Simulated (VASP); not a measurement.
Wanted: the native input for a VASP 6.6.1 run.

| Quantity | Value |
| --- | --- |
| Task | single point |
| Functional | LDA |
| Potentials or basis | VASP PAW LDA potentials, release 64 (Ir_sv_GW) |
| Cutoff | 560 eV |
| k mesh | 18 × 18 × 10 |
| Occupations | gaussian, width 0.15 eV |
| Spin | no spin polarisation |
| Dipole correction | no |
| Further INCAR settings | ALGO = Normal; EDIFF = 1e-06; NBANDS = 24 |

The structure of Ir lies in POSCAR:

```
Ir
1.0
    2.8315000000      0.0000000000      0.0000000000
   -1.4157500000      2.4521509308      0.0000000000
    0.0000000000      0.0000000000      4.3131000000
Ir
2
Direct
    0.6666666667      0.3333333333      0.7500000000
    0.3333333333      0.6666666667      0.2500000000
```

This isn't the form of Ir at room conditions, which is fcc.

These files were run (other wordings do the same):

INCAR

```
PREC     = Accurate       # precision mode
ENCUT    = 560            # plane-wave cutoff, eV
EDIFF    = 1E-6           # SCF threshold, eV
ISMEAR   = 0              # smearing method
SIGMA    = 0.15           # smearing width, eV
LREAL    = F              # projectors in reciprocal space
LASPH    = T              # aspherical terms in the spheres
NELM     = 120            # most SCF steps
ALGO     = Normal         # electronic algorithm
ISIF     = 2              # what is computed and relaxed
LWAVE    = F              # write WAVECAR
LCHARG   = F              # write CHGCAR
NBANDS   = 24             # bands
GGA_COMPAT= F
```

KPOINTS

```
Automatic mesh
0
Gamma
  18 18 10
```

Potentials or basis: VASP PAW LDA potentials, release 64 (Ir_sv_GW).

Command:

```sh
$ cat potpaw_LDA.64/Ir_sv_GW/POTCAR > POTCAR
$ mpirun -np 1 vasp_std > vasp.out
```

It gave:

```
Pressure               : -23.3 GPa
Band gap on the k mesh : zero (bands 17 and 18 overlap by 2.93 eV)
```

Caveat: the stress differs along the axes, from -29 to -12 GPa; spin-orbit coupling is left out, which moves the levels of the heavy elements.

Wall time 47 s on 1 thread of Intel(R) Xeon(R) 6975P-C (Granite Rapids), on a shared host, peak memory 0.26 GiB.
